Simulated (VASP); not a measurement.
Crystal: SrO.

```
Sr O
1.0
     0.00000    2.56980    2.56980
     2.56980    0.00000    2.56980
     2.56980    2.56980    0.00000
Sr O
1 1
Direct
  0.50000 0.50000 0.50000
  0.00000 0.00000 0.00000
```

Base run:

* Program: VASP 6.6.1
* Functional: BLYP
* Potentials or basis: VASP PAW PBE potentials, release 64 (Sr_sv, O)
* Cutoff: 520 eV
* k mesh: 8 × 8 × 8
* Occupations: gaussian, width 0.05 eV
* Spin: no spin polarisation

Its results: band gap on the k mesh 3.39 eV, indirect (least direct gap 3.48 eV); pressure 6.4 GPa.

Task: The run is repeated on the same cell with these changes: dispersion from none to D3(BJ). What comes out?

Result: Band gap on the k mesh 3.39 eV, indirect (least direct gap 3.48 eV); pressure 0.7 GPa.

Dispersion adds attraction, which lowers the pressure at fixed volume and, as a term added to the energy, leaves the levels alone.

Caveats: the PAW data sets were made with another functional, which shifts forces and pressure a little.

A k mesh can miss the band edges.
